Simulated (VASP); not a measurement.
The system is Ge5Pd.

```xyz
6
Lattice="5.5431 0.0000 0.0000 -2.7715 4.8005 0.0000 0.0000 0.0000 4.5620" Properties=species:S:1:pos:R:3 pbc="T T T"
Ge   -1.3858    2.4002    2.2810
Ge    1.3858    2.4002    2.2810
Ge    0.0000    3.2003    0.0000
Ge    2.7715    0.0000    2.2810
Ge    2.7715    1.6002    0.0000
Pd    0.0000    0.0000    0.0000
```

The cell was generated, and may not be a known phase.

| Item | Value |
| --- | --- |
| Program | VASP 6.6.1 |
| Task | relaxation of cell and atoms |
| Functional | PBE |
| Potentials or basis | VASP PAW PBE potentials, release 64 (Ge_d, Pd) |
| Cutoff | 600 eV |
| k mesh | 12 × 12 × 8 |
| Occupations | gaussian, width 0.1 eV |
| Spin | no spin polarisation |

At the start: pressure 0.7 GPa; volume 20.23 Å³/atom.

How do energy, volume and symmetry change on relaxing?

Over 11 steps the energy falls by 69.4 meV/atom and the volume is 20.20 Å³/atom (-0.1 %); space group P6/mmm (No. 191, to 0.1 Å) before and after.

The path:
```
step  energy change (eV)  largest force (eV/Å)  pressure (GPa)  volume (Å³)
   1              0.0000                0.0000            0.73       121.39
   2             -0.1263                0.0000           -0.66       122.94
   3             -0.2237                0.0000           -1.85       124.83
   4             -0.3472                0.0000           -3.05       127.88
   5             -0.3744                0.0000            0.60       121.46
   6             -0.3963                0.0000           -1.09       123.89
   7             -0.4142                0.0000           -0.29       122.08
   8             -0.4163                0.0000           -0.09       121.46
   9             -0.4139                0.0000            0.48       120.20
  10             -0.4165                0.0000            0.09       121.16
  11             -0.4165                0.0000            0.04       121.22
```

Final structure:
```
Ge Pd
1.0
     5.15097    0.00000    0.00000
    -2.57548    4.46087    0.00000
     0.00000    0.00000    5.27534
Ge Pd
5 1
Direct
  0.00000 0.50000 0.50000
  0.50000 0.50000 0.50000
  0.33333 0.66667 0.00000
  0.50000 0.00000 0.50000
  0.66667 0.33333 0.00000
  0.00000 0.00000 0.00000
```

Caveat: a cell axis changed by over 15 % at a fixed basis, so the end point is rough.
